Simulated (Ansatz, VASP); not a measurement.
**CdF2 in VASP and in Ansatz**

INCAR

```
  ALGO = Normal
  EDIFF = 1E-6
  ENCUT = 520
  GGA = PS
  ISIF = 2
  ISMEAR = 0
  LASPH = True
  LCHARG = False
  LREAL = False
  LWAVE = False
  NBANDS = 20
  NELM = 80
  PREC = Accurate
  SIGMA = 0.05
```

KPOINTS

```
k-points
0
Gamma
  8 8 8
```

The input POSCAR:

```
CdF2
1.0
    0.0000000000      2.7100788431      2.6564192820
    2.7100788431      0.0000000000      2.6564192820
    2.7100788431      2.7100788431      0.0000000000
Cd F
1 2
Direct
    0.0000000000      0.0000000000      0.0000000000
    0.2500000000      0.2500000000      0.2500000000
    0.7500000000      0.7500000000      0.7500000000
```

Input for Ansatz:

```yaml
crystal:
  lattice:
    - [0.0, 2.7100788431, 2.656419282]
    - [2.7100788431, 0.0, 2.656419282]
    - [2.7100788431, 2.7100788431, 0.0]
  atoms:
    - { symbol: Cd, position: [0.0, 0.0, 0.0] }
    - { symbol: F, position: [0.25, 0.25, 0.25] }
    - { symbol: F, position: [0.75, 0.75, 0.75] }
basis:
  ecutwfc: 520.0
kpoints:
  mp_grid: { grid: [8, 8, 8] }
hamiltonian:
  xc: pbesol
scf:
  occupations: { method: gaussian, width: 0.05 }
output:
  forces: true
  stress: true
  eigenvalues: true
```

Alike in both runs: task single point; functional PBEsol; k mesh 8 × 8 × 8; occupations gaussian, width 0.05 eV; no spin polarisation.

|  | VASP | Ansatz |
| --- | --- | --- |
| version | VASP 6.6.1 | Ansatz 0.2.0 |
| potentials or method | VASP PAW PBE potentials, release 64 (Cd, F), cutoff 520 eV | scalar-relativistic, plane waves, PAW |
| valence electrons in the cell | 26 | 34 |

```tsv
	VASP	Ansatz	Ansatz less VASP
gap on the k mesh at the Fermi level (eV)	2.89	2.93	+0.032
least direct gap on the mesh (eV)	3.38	3.41	+0.032
pressure (GPa)	0.8	0.0	-0.79
traceless stress, the component that is largest in VASP (GPa)	1.47	1.49	+0.026
```

VASP's potentials were made for PBE, not for PBEsol. VASP's potentials hold 26 valence electrons a cell and Ansatz's 34, so a difference there can come from the potentials and not from the codes.
